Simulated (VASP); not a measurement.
Write the native input for VASP 6.6.1 that does the following.

| Property | Result |
| --- | --- |
| Task | single point |
| Functional | r2SCAN |
| Potentials or basis | VASP PAW PBE potentials, release 64 (C_h) |
| Cutoff | 910 eV |
| k mesh | 6 × 6 × 6 |
| Occupations | gaussian, width 0.05 eV |
| Spin | no spin polarisation |
| Dipole correction | no |
| Further INCAR settings | ALGO = Normal; EDIFF = 1e-06; NBANDS = 26 |

Crystal: C.

```xyz
8
Lattice="3.5603 0.0000 0.0000 0.0000 -3.5603 0.0000 0.0000 0.0000 -3.5603" Properties=species:S:1:pos:R:3 pbc="T T T"
C     1.6878   -0.0924   -0.0924
C     0.0000   -1.7801    0.0000
C     0.0000    0.0000   -1.7801
C     1.7801   -1.7801   -1.7801
C     2.6702   -2.6702   -2.6702
C     0.8901   -0.8901   -2.6702
C     0.8901   -2.6702   -0.8901
C     2.6702   -0.8901   -0.8901
```

This cell differs from its parent crystal: atom 1 (C) moved -0.160 Å towards its neighbour atom 5 (C) at 1.542 Å.

One way to write it, as run:

POSCAR

```
C
1.0
    3.5602834153      0.0000000000      0.0000000000
    0.0000000000     -3.5602834153      0.0000000000
    0.0000000000      0.0000000000     -3.5602834153
C
8
Direct
    0.4740537389      0.0259462611      0.0259462611
    0.0000000000      0.5000000000      0.0000000000
    0.0000000000      0.0000000000      0.5000000000
    0.5000000000      0.5000000000      0.5000000000
    0.7500000000      0.7500000000      0.7500000000
    0.2500000000      0.2500000000      0.7500000000
    0.2500000000      0.7500000000      0.2500000000
    0.7500000000      0.2500000000      0.2500000000
```

INCAR.step1

```
SYSTEM = C
PREC = Accurate ; ENCUT = 910
ISMEAR = 0 ; SIGMA = 0.05
LREAL = .False. ; LASPH = .True.
NELM = 120 ; NBANDS = 26
GGA = PE ; ALGO = Normal
EDIFF = 1E-5 ; LWAVE = .True.
LCHARG = .False. ; GGA_COMPAT = .False.
```

INCAR.step2

```
SYSTEM = C
PREC = Accurate ; ENCUT = 910
EDIFF = 1E-6 ; ISMEAR = 0
SIGMA = 0.05 ; LREAL = .False.
LASPH = .True. ; NELM = 120
ALGO = Normal ; ISIF = 2
LWAVE = .False. ; LCHARG = .False.
METAGGA = R2SCAN ; LMIXTAU = .True.
NBANDS = 26 ; ISTART = 1
GGA_COMPAT = .False.
```

KPOINTS

```
regular mesh
0
Gamma
  6 6 6
  0 0 0
```

Potentials or basis: VASP PAW PBE potentials, release 64 (C_h).

Run with:

```console
$ cat potpaw_PBE.64/C_h/POTCAR > POTCAR
$ cp INCAR.step1 INCAR
$ mpirun -np 1 vasp_std > vasp.out
$ cp INCAR.step2 INCAR
$ mpirun -np 1 vasp_std > vasp.out
```

Results of the run:

| Property | Result |
| --- | --- |
| Pressure | 1.4 GPa |
| Largest force | 6.100 eV/Å |
| Band gap on the k mesh | 3.05 eV |

Caveat: the cell differs from its parent crystal (atom 1 (C) moved -0.160 Å towards its neighbour atom 5 (C) at 1.542 Å); the cutoff is under 1.25 times the usual one of these potentials, so pressure, stress and relaxed cells hold a basis-set (Pulay) error; the PAW data sets were made with another functional, which shifts forces and pressure a little.

Wall time 89 s on 1 thread of Intel(R) Xeon(R) 6975P-C (Granite Rapids), with other jobs on the host, peak memory 0.23 GiB.
